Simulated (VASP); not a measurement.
## Zn: single point with PBE

Crystal: Zn.

```xyz
3
Lattice="2.2386 -1.2897 0.0026 2.2386 1.2897 0.0026 -1.5629 0.0000 7.2734" Properties=species:S:1:pos:R:3 pbc="T T T"
Zn    0.0000    0.0000    0.0000
Zn   -0.0428    0.0000    4.8431
Zn    2.9572    0.0000    2.4356
```

```yaml
Program: VASP 6.6.1
Task: single point
Functional: PBE
Potentials_or_basis: VASP PAW PBE potentials, release 64 (Zn)
Cutoff: 520 eV
k_mesh: 18 × 18 × 6
Occupations: gaussian, width 0.1 eV
Spin: no spin polarisation
```

| Item | Value |
| --- | --- |
| Pressure | 7.8 GPa |
| Band gap on the k mesh | zero (bands 18 and 19 overlap by 4.90 eV) |

Forces in eV/Å, atoms in the order of the input:
```
Zn   0.000  0.000  0.000
Zn   0.002  0.000  0.002
Zn  -0.002  0.000 -0.002
```

Stress tensor (GPa, compression positive):
```
 7.90  0.00 -0.02
 0.00  7.88  0.00
-0.02  0.00  7.47
```

Levels at points of the mesh, in eV from the Fermi level:
```
           k point  band 14  band 15  band 16  band 17  band 18  band 19  band 20  band 21  band 22  band 23
(0.00, 0.00, 0.00)    -7.31    -7.31    -7.31    -7.20    -7.18     1.51     1.56    13.94    17.79    19.24
(0.50, 0.00, 0.00)    -7.04    -7.03    -3.05    -2.25    -1.80     0.68     1.21     2.12     6.73     7.91
(0.50, 0.50, 0.00)    -7.04    -7.03    -2.72    -2.58    -1.96    -0.17     2.11     3.72     4.54     6.57
(0.00, 0.00, 0.50)    -7.42    -7.41    -7.26    -7.26    -4.15    -3.14     7.90     7.97    18.84    18.85
(0.50, 0.00, 0.50)    -7.04    -7.03    -2.73    -2.53    -1.96    -0.03     2.01     3.58     4.78     6.75
(0.50, 0.50, 0.50)    -7.04    -7.03    -3.09    -2.29    -1.73     0.75     1.04     1.95     6.92     8.11
```

It took 2.9 min on 1 thread of Intel(R) Xeon(R) 6975P-C (Granite Rapids), with other jobs on the host, peak memory 0.48 GiB.

Caveat: the cell stands under pressure.
